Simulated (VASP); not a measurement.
# Y4I (Pm-3m) in VASP: further runs

Y4I is run at these levels: PBE; tasks: relaxation of cell and atoms.

Program: VASP 6.6.1. These are calculated values, not measurements. Logs are shortened: lines on timing, memory, paths and dates and some standing lists are left out, and cuts for length are marked.

### 1 The cell of the first run

The structure is cubic, space group Pm-3m (No. 221). Conventional cell: a = 5.318 Å, b = 5.318 Å, c = 5.318 Å, α = 90.00°, β = 90.00°, γ = 90.00°. Within 3.5 Å of Y (site symmetry 4/mmm) lie 2 I at 2.66 Å. Within 4.9 Å of Y (site symmetry m-3m) lie 12 Y at 3.76 Å and 8 I at 4.61 Å. I (site symmetry m-3m) has 6 Y at 2.66 Å within 3.5 Å.

The cell was generated, and may not be a known phase.

### 2 Relaxation of cell and atoms, PBE

File INCAR:

```
PREC = Accurate
ENCUT = 600
EDIFF = 1E-6
ISMEAR = 0
SIGMA = 0.1
LREAL = F
LASPH = T
NELM = 60
ALGO = Normal
ISIF = 3
LWAVE = F
LCHARG = F
GGA = PE
IBRION = 2
NSW = 90
EDIFFG = -0.04
```

File KPOINTS:

```
regular mesh
0
Gamma
  4 4 4
```

File POSCAR:

```
Y4I
1.0
    5.3182435700      0.0000000000      0.0000000000
    0.0000000000      5.3182435700      0.0000000000
    0.0000000000      0.0000000000      5.3182435700
Y I
4 1
Direct
    0.0000000000      0.5000000000      0.5000000000
    0.5000000000      0.0000000000      0.5000000000
    0.5000000000      0.5000000000      0.0000000000
    0.0000000000      0.0000000000      0.0000000000
    0.5000000000      0.5000000000      0.5000000000
```

Potentials or basis: VASP PAW PBE potentials, release 64 (Y_sv, I).

On the command line:

```bash
cat potpaw_PBE.64/Y_sv/POTCAR potpaw_PBE.64/I/POTCAR > POTCAR
mpirun -np 1 vasp_std > vasp.out
```

OUTCAR:

```text
PREC = Accurate
   ENCUT = 600
   EDIFF = 1E-6
   ISMEAR = 0
   LREAL = F
   LASPH = T
   NELM = 60
   ISIF = 3
   GGA = PE
   IBRION = 2
   NSW = 90
   EDIFFG = -0.04

 ion  position               nearest neighbor table
   1  0.000  0.500  0.500-   5 2.66   5 2.66   4 3.76   2 3.76   3 3.76   4 3.76   2 3.76   4 3.76
                             4 3.76   2 3.76   3 3.76   3 3.76   3 3.76   2 3.76
   2  0.500  0.000  0.500-   5 2.66   5 2.66   4 3.76   1 3.76   3 3.76   4 3.76   1 3.76   3 3.76
                             3 3.76   3 3.76   1 3.76   4 3.76   4 3.76   1 3.76
   3  0.500  0.500  0.000-   5 2.66   5 2.66   4 3.76   1 3.76   1 3.76   2 3.76   2 3.76   2 3.76
                             4 3.76   2 3.76   1 3.76   4 3.76   1 3.76   4 3.76
   4  0.000  0.000  0.000-   1 3.76   2 3.76   3 3.76   1 3.76   2 3.76   1 3.76   3 3.76   1 3.76
                             2 3.76   3 3.76   2 3.76   3 3.76
   5  0.500  0.500  0.500-   1 2.66   2 2.66   3 2.66   3 2.66   2 2.66   1 2.66

  LATTYP: Found a simple cubic cell.
 ALAT       =     5.3182435700

  Lattice vectors:

 A1 = (   5.3182435700,   0.0000000000,   0.0000000000)
 A2 = (   0.0000000000,   5.3182435700,   0.0000000000)
 A3 = (   0.0000000000,   0.0000000000,   5.3182435700)

Analysis of symmetry for initial positions (statically):
=====================================================================
 Subroutine PRICEL returns:
 Original cell was already a primitive cell.

 Routine SETGRP: Setting up the symmetry group for a
 simple cubic supercell.

 Subroutine GETGRP returns: Found 48 space group operations
 (whereof 48 operations were pure point group operations)
 out of a pool of 48 trial point group operations.

The static configuration has the point symmetry O_h .

Analysis of symmetry for dynamics (positions and initial velocities):
=====================================================================
 Subroutine PRICEL returns:
 Original cell was already a primitive cell.

 Routine SETGRP: Setting up the symmetry group for a
 simple cubic supercell.

 Subroutine GETGRP returns: Found 48 space group operations
 (whereof 48 operations were pure point group operations)
 out of a pool of 48 trial point group operations.

The dynamic configuration has the point symmetry O_h .

 Subroutine INISYM returns: Found 48 space group operations
 (whereof 48 operations are pure point group operations),
 and found     1 'primitive' translations

----------------------------------------------------------------------------------------

                                     Primitive cell

  volume of cell :     150.4197

  direct lattice vectors                    reciprocal lattice vectors
     5.318243570  0.000000000  0.000000000     0.188032005  0.000000000  0.000000000
     0.000000000  5.318243570  0.000000000     0.000000000  0.188032005  0.000000000
     0.000000000  0.000000000  5.318243570     0.000000000  0.000000000  0.188032005

  length of vectors
     5.318243570  5.318243570  5.318243570     0.188032005  0.188032005  0.188032005

  position of ions in fractional coordinates (direct lattice)
     0.000000000  0.500000000  0.500000000
     0.500000000  0.000000000  0.500000000
     0.500000000  0.500000000  0.000000000
     0.000000000  0.000000000  0.000000000
     0.500000000  0.500000000  0.500000000

  ion indices of the primitive-cell ions
   primitive index   ion index
                 1           1
                 2           2
                 3           3
                 4           4
                 5           5

----------------------------------------------------------------------------------------

 KPOINTS: regular mesh

Automatic generation of k-mesh.
 Grid dimensions read from file:
 generate k-points for:    4    4    4

 Generating k-lattice:

  Cartesian coordinates                     Fractional coordinates (reciprocal lattice)
     0.047008001  0.000000000  0.000000000     0.250000000  0.000000000  0.000000000
     0.000000000  0.047008001  0.000000000     0.000000000  0.250000000  0.000000000
     0.000000000  0.000000000  0.047008001     0.000000000  0.000000000  0.250000000

  Length of vectors
     0.047008001  0.047008001  0.047008001

  Shift w.r.t. Gamma in fractional coordinates (k-lattice)
     0.000000000  0.000000000  0.000000000

 Subroutine IBZKPT returns following result:
 ===========================================

 Found     10 irreducible k-points:

 Following reciprocal coordinates:
            Coordinates               Weight
  0.000000  0.000000  0.000000      1.000000
  0.250000  0.000000  0.000000      6.000000
  0.500000  0.000000  0.000000      3.000000
  0.250000  0.250000  0.000000     12.000000
  0.500000  0.250000  0.000000     12.000000
  0.500000  0.500000  0.000000      3.000000
  0.250000  0.250000  0.250000      8.000000
  0.500000  0.250000  0.250000     12.000000
  0.500000  0.500000  0.250000      6.000000
  0.500000  0.500000  0.500000      1.000000
   k-points           NKPTS =     10   k-points in BZ     NKDIM =     10   number of bands    NBANDS=     30
   number of dos      NEDOS =    301   number of ions     NIONS =      5
   total plane-waves  NPLWV =  74088
   dimension x,y,z NGX =    42 NGY =   42 NGZ =   42
   dimension x,y,z NGXF=    84 NGYF=   84 NGZF=   84
   ions per type =               4   1
   NGX,Y,Z   is equivalent  to a cutoff of  13.13, 13.13, 13.13 a.u.
   NGXF,Y,Z  is equivalent  to a cutoff of  26.26, 26.26, 26.26 a.u.
 SYSTEM =  unknown system
   PREC   = accura    normal or accurate (medium, high low for compatibility)
   ISTART =      0    job   : 0-new  1-cont  2-samecut
   ICHARG =      2    charge: 1-file 2-atom 10-const
   ISPIN  =      1    spin polarized calculation?
   LNONCOLLINEAR =      F non collinear calculations
   LSORBIT =      F    spin-orbit coupling
   LASPH  =      T    aspherical Exc in radial PAW
   ENCUT  =  600.0 eV  44.10 Ry    6.64 a.u.  10.62 10.62 10.62*2*pi/ulx,y,z
   NELM   =     60;   NELMIN=  2; NELMDL= -5     # of ELM steps
   EDIFF  = 0.1E-05   stopping-criterion for ELM
   LREAL  =      F    real-space projection
   EDIFFG = -.4E-01   stopping-criterion for IOM
   NSW    =     90    number of steps for IOM
   IBRION =      2    ionic relax: 0-MD 1-quasi-New 2-CG
   NFREE  =      1    steps in history (QN), initial steepest desc. (CG)
   ISIF   =      3    stress and relaxation
   ISYM   =      2    0-nonsym 1-usesym 2-fastsym
   POTIM  = 0.5000    time-step for ionic-motion
   TEBEG  =    0.0;   TEEND  =   0.0 temperature during run
   PSTRESS=    0.0 pullay stress
   NELECT =      51.0000    total number of electrons
   NUPDOWN=      -1.0000    fix difference up-down
   EMIN   =  10.00;   EMAX   =-10.00  energy-range for DOS
   EFERMI =   0.00;   METHOD = LEGACY
   ISMEAR =     0;   SIGMA  =   0.10  broadening in eV -4-tet -1-fermi 0-gaus
   EFERMI_NEDOS =   21; number of points for ismear=-14 and -15
   IALGO  =     38    algorithm
   IMIX   =      4    mixing-type and parameters
     AMIX     =   0.40;   BMIX     =  1.00
     AMIX_MAG =   1.60;   BMIX_MAG =  1.00
  volume/ion in A,a.u.               =      30.08       203.02
  Fermi-wavevector in a.u.,A,eV,Ry     =   1.141555  2.157225 17.730388  1.303147
  Thomas-Fermi vector in A             =   2.278254
   LORBIT       =      0    0 simple, 1 ext, 2 COOP (PROOUT), +10 PAW based schemes
   GGA     = PE    functional components
   LHFCALC =     F    Hartree Fock is set to
   AEXX    =    0.0000 exact exchange contribution
   IVDW    =     0    specifies the selected vdW correction
   LEPSILON=     F    determine dielectric tensor
   LRPA    =     F    only Hartree local field effects (RPA)
 conjugate gradient relaxation of ions
 non-spin polarized calculation
 Gauss-broadening in eV      SIGMA  =   0.10
  energy-cutoff  :      600.00
  volume of cell :      150.42
 maximum number of plane-waves:      5056
   NGX = 21   NGY = 21   NGZ = 21

--------------------------------------- Ionic step        1  -------------------------------------------

 number of electron      51.0000007 magnetization

 Free energy of the ion-electron system (eV)
  ---------------------------------------------------
  ext. energy  EPLUGINS =         0.00000000
  ---------------------------------------------------
  free energy    TOTEN  =       -25.72719589 eV

  energy without entropy =      -25.71482630  energy(sigma->0) =      -25.72101109

 E-fermi :   4.3530     XC(G=0):  -9.6743

 val. band max:        4.1776878200   @ k =   0.5000   0.2500   0.2500
 cond. band min:       4.3549542842   @ k =   0.5000   0.5000   0.2500
 fundamental gap:      0.1772664642
 Fermi energy:         4.3529818426

 k-point     1 :       0.0000    0.0000    0.0000
  band No.  band energies     occupation
      1     -38.7908      2.00000
      2     -38.0103      2.00000
      3     -37.9600      2.00000
      4     -37.9600      2.00000
      5     -18.7466      2.00000
      6     -18.7466      2.00000
[... 380 lines left out ...]
 POSITION                                       TOTAL-FORCE (eV/Angst)
 -----------------------------------------------------------------------------------
      0.00000      2.96924      2.96924        -0.000000      0.000000      0.000000
      2.96924      0.00000      2.96924         0.000000      0.000000      0.000000
      2.96924      2.96924      0.00000         0.000000     -0.000000      0.000000
      0.00000      0.00000      0.00000         0.000000     -0.000000      0.000000
      2.96924      2.96924      2.96924        -0.000000     -0.000000      0.000000
 -----------------------------------------------------------------------------------
    total drift:                                0.000000     -0.000000      0.000000

  FREE ENERGIE OF THE ION-ELECTRON SYSTEM (eV)
  ---------------------------------------------------
  free  energy   TOTEN  =       -26.2833238434 eV

  energy  without entropy=      -26.2536028968  energy(sigma->0) =      -26.26846337

--------------------------------------- Ionic step        3  -------------------------------------------

 number of electron      50.9999997 magnetization

 Free energy of the ion-electron system (eV)
  ---------------------------------------------------
  ext. energy  EPLUGINS =         0.00000000
  ---------------------------------------------------
  free energy    TOTEN  =       -26.77432746 eV

  energy without entropy =      -26.75544727  energy(sigma->0) =      -26.76488737

 E-fermi :   3.2450     XC(G=0):  -8.9543

 val. band max:        3.2408100798   @ k =   0.5000   0.5000   0.2500
 cond. band min:       3.2853883455   @ k =   0.5000   0.5000   0.5000
 fundamental gap:      0.0445782657
 Fermi energy:         3.2450230572

 k-point     1 :       0.0000    0.0000    0.0000
  band No.  band energies     occupation
      1     -40.3601      2.00000
      2     -39.6636      2.00000
      3     -39.6445      2.00000
      4     -39.6445      2.00000
      5     -20.2575      2.00000
      6     -20.2575      2.00000
[... 341 lines left out ...]
 POSITION                                       TOTAL-FORCE (eV/Angst)
 -----------------------------------------------------------------------------------
      0.00000      2.83063      2.83063        -0.000000      0.000000      0.000000
      2.83063      0.00000      2.83063         0.000000      0.000000      0.000000
      2.83063      2.83063      0.00000         0.000000     -0.000000      0.000000
      0.00000      0.00000      0.00000         0.000000     -0.000000      0.000000
      2.83063      2.83063      2.83063        -0.000000     -0.000000      0.000000
 -----------------------------------------------------------------------------------
    total drift:                                0.000000     -0.000000      0.000000

  FREE ENERGIE OF THE ION-ELECTRON SYSTEM (eV)
  ---------------------------------------------------
  free  energy   TOTEN  =       -26.7743274611 eV

  energy  without entropy=      -26.7554472733  energy(sigma->0) =      -26.76488737

 reached required accuracy - stopping structural energy minimisation
```

Wall time 4.7 min (1 thread of AMD EPYC 7R43 (Zen 3), shared host); peak memory 0.26 GiB.

What came out:

* Free energy: -26.7743 eV
* Relaxed volume: 36.29 Å³/atom
* Relaxed cell: a = 5.661 Å, b = 5.661 Å, c = 5.661 Å, α = 90.00°, β = 90.00°, γ = 90.00°
* Space group after relaxing (to 0.1 Å): Pm-3m (No. 221)
* Energy gained by relaxing: 209.4 meV/atom
* Ionic steps: 3
* Pressure after relaxing: -0.1 GPa
* Band gap on the k mesh: zero (an odd number of electrons rules out a gap without spin polarisation)

Step by step:
| step | energy change (eV) | largest force (eV/Å) | pressure (GPa) | volume (Å³) |
| --- | --- | --- | --- | --- |
| 1 | 0.0000 | 0.0000 | 12.87 | 150.42 |
| 2 | -0.5561 | 0.0000 | -4.88 | 209.42 |
| 3 | -1.0471 | 0.0000 | -0.08 | 181.44 |

Final structure:
```cif
data_structure
_symmetry_space_group_name_H-M 'P 1'
_symmetry_Int_Tables_number 1
_cell_length_a 5.6613
_cell_length_b 5.6613
_cell_length_c 5.6613
_cell_angle_alpha 90.000
_cell_angle_beta 90.000
_cell_angle_gamma 90.000
_cell_volume 181.44
loop_
_atom_site_label
_atom_site_type_symbol
_atom_site_fract_x
_atom_site_fract_y
_atom_site_fract_z
_atom_site_occupancy
Y1 Y 0.00000 0.50000 0.50000 1
Y2 Y 0.50000 0.00000 0.50000 1
Y3 Y 0.50000 0.50000 0.00000 1
Y4 Y 0.00000 0.00000 0.00000 1
I1 I 0.50000 0.50000 0.50000 1
```

Caveat: the volume moved by over 15 % at a fixed basis, so the end points are rough; spin-orbit coupling is left out, which moves the levels of the heavy elements.

(Continued in part 2 of 2.)

The gap in the log of VASP goes by the Fermi energy; the results here count the filled bands.